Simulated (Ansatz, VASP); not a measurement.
LiCl: VASP beside Ansatz

```
Li Cl
1.0
     8.24795    0.00000    0.00000
     0.00000    8.24795    0.00000
     0.00000    0.00000    3.93899
Li Cl
8 8
Cartesian
  5.7019 5.1344 0.0000
  7.2375 6.6700 1.9695
  2.5461 3.1136 0.0000
  1.0104 1.5779 1.9695
  5.1344 2.5461 1.9695
  6.6700 1.0104 0.0000
  3.1136 5.7019 1.9695
  1.5779 7.2375 0.0000
  1.0104 6.6700 1.9695
  2.5461 5.1344 0.0000
  7.2375 1.5779 1.9695
  5.7019 3.1136 0.0000
  1.5779 1.0104 0.0000
  3.1136 2.5461 1.9695
  6.6700 7.2375 0.0000
  5.1344 5.7019 1.9695
```

Alike in both runs: task relaxation of cell and atoms; functional PBE; k mesh 2 × 2 × 4; occupations gaussian, width 0.1 eV; no spin polarisation.

|  | VASP | Ansatz |
| --- | --- | --- |
| version | VASP 6.6.1 | Ansatz 0.2.0 |
| potentials or method | VASP PAW PBE potentials, release 64 (Li_sv, Cl), cutoff 600 eV | scalar-relativistic, plane waves, PAW |
| valence electrons in the cell | 80 | 80 |

|  | VASP | Ansatz | Ansatz less VASP |
| --- | --- | --- | --- |
| gap on the k mesh at the Fermi level, each at its own relaxed structure (eV) | 5.53 | 5.44 | -0.093 |
| relaxed volume (Å³/atom) | 22.25 | 22.48 | +0.227 |
| relaxed length of the cell vector where the two differ most in proportion (Å) | 5.040 | 5.160 | +0.1193 |

Noted on VASP's run: the cutoff is under 1.25 times that of the potentials, so the pressure is a little rough; the volume moved by over 15 % at a fixed basis, so the end points are rough.
